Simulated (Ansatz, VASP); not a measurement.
# TiSi16 in VASP and in Ansatz

```
CELL_PARAMETERS angstrom
0.00000 5.43000 5.43000
5.43000 0.00000 5.43000
5.43000 5.43000 0.00000
ATOMIC_POSITIONS crystal
Si 0.99619 0.99685 0.00224
Si 0.12025 0.12088 0.11806
Si 0.99760 0.99931 0.50126
Si 0.12173 0.12183 0.63925
Si 0.99719 0.50147 0.99578
Si 0.11890 0.63444 0.12394
Si 0.99728 0.50247 0.50564
Si 0.13063 0.62494 0.62273
Si 0.50065 0.99929 0.99463
Si 0.63393 0.11975 0.12397
Si 0.50206 0.99914 0.50583
Si 0.62377 0.13364 0.62196
Si 0.50099 0.50178 0.99856
Si 0.62309 0.62482 0.12744
Si 0.50102 0.50386 0.49791
Si 0.62339 0.62504 0.62472
Ti 0.24788 0.24843 0.25168
```

Alike in both runs: functional PBEsol; k mesh 2 × 2 × 2; occupations gaussian, width 0.02 eV; no spin polarisation.

Ansatz relaxed the structure, and its values are those at the end. VASP's run is a single point on that final structure, the one shown.

|  | VASP | Ansatz |
| --- | --- | --- |
| version | VASP 6.6.1 | Ansatz 0.2.0 |
| potentials or method | VASP PAW PBE potentials, release 64 (Si, Ti_sv), cutoff 520 eV | scalar-relativistic, plane waves, PAW |
| valence electrons in the cell | 76 | 76 |

|  | VASP | Ansatz | Ansatz less VASP |
| --- | --- | --- | --- |
| rms of the force components (eV/Å) | 0.009 | 0.008 | -0.0004 |

VASP's potentials were made for PBE, not for PBEsol, and Ansatz warns of the same on its side.

The k mesh is coarse, so the values compare programs but aren't converged.
